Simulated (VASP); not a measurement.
Al12H, 13 atoms in the cell. The cell holds a slab with vacuum, 13 atoms: a = 5.714 Å, b = 5.714 Å, c = 20.102 Å, α = 90.00°, β = 90.00°, γ = 120.00°. 

* Program: VASP 6.6.1
* Task: single point
* Functional: PBE
* Potentials or basis: VASP PAW PBE potentials, release 64 (Al, H)
* Cutoff: 520 eV
* k mesh: 6 × 6 × 1
* Occupations: gaussian, width 0.1 eV
* Spin: no spin polarisation
* Dipole correction: yes
* Further INCAR settings: ALGO = Normal; EDIFF = 1e-06; NBANDS = 30

Potentials or basis: VASP PAW PBE potentials, release 64 (Al, H).

Launch:

```sh
$ cat potpaw_PBE.64/Al/POTCAR potpaw_PBE.64/H/POTCAR > POTCAR
$ mpirun -np 1 vasp_std > vasp.out
```

Hardware: 1 thread of Intel(R) Xeon(R) Platinum 8488C (Sapphire Rapids), on a shared host.

Question: Estimate the wall time of this run.

Answer: Run time: 4.1 min on 1 thread of Intel(R) Xeon(R) Platinum 8488C (Sapphire Rapids), on a shared host, peak memory 0.6 GiB. Counts: scf iterations 25, k points 7.
